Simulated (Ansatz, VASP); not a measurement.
Two plane-wave programs on Al

Contents of INCAR:

```
PREC     = Accurate       # precision mode
ENCUT    = 520            # plane-wave cutoff, eV
EDIFF    = 1E-7           # SCF threshold, eV
ISMEAR   = 0              # smearing method
SIGMA    = 0.1            # smearing width, eV
LREAL    = F              # projectors in reciprocal space
LASPH    = T              # aspherical terms in the spheres
NELM     = 100            # most SCF steps
ALGO     = Fast           # electronic algorithm
ISIF     = 2              # what is computed and relaxed
LWAVE    = F              # write WAVECAR
LCHARG   = F              # write CHGCAR
GGA      = CA             # functional
NBANDS   = 10             # bands
```

KPOINTS

```
regular mesh
0
Gamma
  9 9 17
```

POSCAR

```
Al
1.0
    3.9367796513      0.0000000000      0.0211195586
    0.0000000000      3.9368363007      0.0000000000
   -1.9575520467      0.0000000000      2.0113757798
Al
2
Direct
    0.0000000000      0.0000000000      0.0000000000
    0.5000000000      0.5000000000      0.0000000000
```

Input for Ansatz:

```yaml
crystal:
  lattice:
    - [3.9367796513, 0.0, 0.0211195586]
    - [0.0, 3.9368363007, 0.0]
    - [-1.9575520467, 0.0, 2.0113757798]
  atoms:
    - { symbol: Al, position: [0.0, 0.0, 0.0] }
    - { symbol: Al, position: [0.5, 0.5, 0.0] }
basis:
  ecutwfc: 420
kpoints:
  mp_grid: { grid: [9, 9, 17] }
hamiltonian:
  xc: lda
scf:
  occupations: { method: gaussian, width: 0.1 }
output:
  forces: true
  stress: true
  eigenvalues: true
```

Change from the starting cell: band edges of the strained film's bulk.

Alike in both runs: task single point; functional LDA; k mesh 9 × 9 × 17; occupations gaussian, width 0.1 eV; no spin polarisation.

|  | VASP | Ansatz |
| --- | --- | --- |
| version | VASP 6.6.1 | Ansatz 0.2.0 |
| potentials or method | VASP PAW LDA potentials, release 64 (Al), cutoff 520 eV | scalar-relativistic, plane waves, PAW |
| valence electrons in the cell | 6 | 6 |

```csv
,VASP,Ansatz,Ansatz less VASP
gap on the k mesh at the Fermi level (eV),none,none,-
pressure (GPa),1.0,0.9,-0.08
"traceless stress, the component that is largest in VASP (GPa)",0.93,0.93,0.000
```

LDA's correlation is that of Perdew and Zunger in VASP and of Perdew and Wang (1992) in Ansatz. A gap of «none» marks a metal or a gap that the smearing closes.
